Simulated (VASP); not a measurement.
The system is TlPdCl3.

```
Tl Pd Cl
1.0
     4.60699    0.00000    0.00000
     0.00000    4.60699    0.00000
     0.00000    0.00000    4.60699
Tl Pd Cl
1 1 3
Direct
  0.50000 0.50000 0.50000
  0.00000 0.00000 0.00000
  0.00000 0.50000 0.50000
  0.50000 0.00000 0.50000
  0.50000 0.50000 0.00000
```

The cell was generated, and may not be a known phase.

```yaml
Program: VASP 6.6.1
Task: relaxation of cell and atoms
Functional: PBE
Potentials_or_basis: VASP PAW PBE potentials, release 64 (Tl_d, Pd, Cl)
Cutoff: 600 eV
k_mesh: 4 × 4 × 4
Occupations: gaussian, width 0.1 eV
Spin: no spin polarisation
```

At the start: pressure 33.6 GPa; volume 19.56 Å³/atom.

Q: How do energy, volume and symmetry change on relaxing?

A: Over 4 steps the energy falls by 760.5 meV/atom and the volume is 30.71 Å³/atom (+57.0 %); space group Pm-3m (No. 221, to 0.1 Å) before and after.

The path:
```csv
step,energy change (eV),largest force (eV/Å),pressure (GPa),volume (Å³)
1,0.0000,0.0000,33.64,97.78
2,-3.7022,0.0000,-1.92,168.16
3,-3.7959,0.0000,0.64,149.41
4,-3.8026,0.0000,-0.10,153.55
```

Final structure:
```
Tl Pd Cl
1.0
     5.35485    0.00000    0.00000
     0.00000    5.35485    0.00000
     0.00000    0.00000    5.35485
Tl Pd Cl
1 1 3
Direct
  0.50000 0.50000 0.50000
  0.00000 0.00000 0.00000
  0.00000 0.50000 0.50000
  0.50000 0.00000 0.50000
  0.50000 0.50000 0.00000
```

Caveat: the volume moved by over 15 % at a fixed basis, so the end points are rough.
